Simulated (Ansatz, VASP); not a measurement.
# Ge2Sb2Te in VASP and in Ansatz

```
CELL_PARAMETERS angstrom
6.16399 0.00000 0.00000
0.00000 6.16399 0.00000
0.00000 0.00000 10.31182
ATOMIC_POSITIONS crystal
Ge 0.00000 0.00000 0.77531
Ge 0.50000 0.50000 0.27531
Ge 0.50000 0.50000 0.72469
Ge 0.00000 0.00000 0.22469
Sb 0.17064 0.17064 0.00000
Sb 0.82936 0.82936 0.00000
Sb 0.32936 0.67064 0.50000
Sb 0.67064 0.32936 0.50000
Te 0.00000 0.00000 0.50000
Te 0.50000 0.50000 0.00000
```

Alike in both runs: functional PBE; k mesh 3 × 3 × 2; occupations gaussian, width 0.2 eV; no spin polarisation.

Ansatz relaxed the structure, and its values are those at the end. VASP's run is a single point on that final structure, the one shown.

|  | VASP | Ansatz |
| --- | --- | --- |
| version | VASP 6.6.1 | Ansatz 0.2.0 |
| potentials or method | VASP PAW PBE potentials, release 64 (Ge_d, Sb, Te), cutoff 500 eV | scalar-relativistic, plane waves, PAW |
| valence electrons in the cell | 88 | 148 |

Ansatz gave:

```
gap on the k mesh at the Fermi level (eV) : none
pressure (GPa)                            : 0.5
rms of the force components (eV/Å)        : 0.020
```

**Question.** Estimate VASP's values.

**Answer.** gap on the k mesh at the Fermi level (eV): none; pressure (GPa): 0.5; rms of the force components (eV/Å): 0.019.

A gap of «none» marks a metal or a gap that the smearing closes. VASP's potentials hold 88 valence electrons a cell and Ansatz's 148, so a difference there can come from the potentials and not from the codes.

Neither program's run includes spin-orbit coupling.
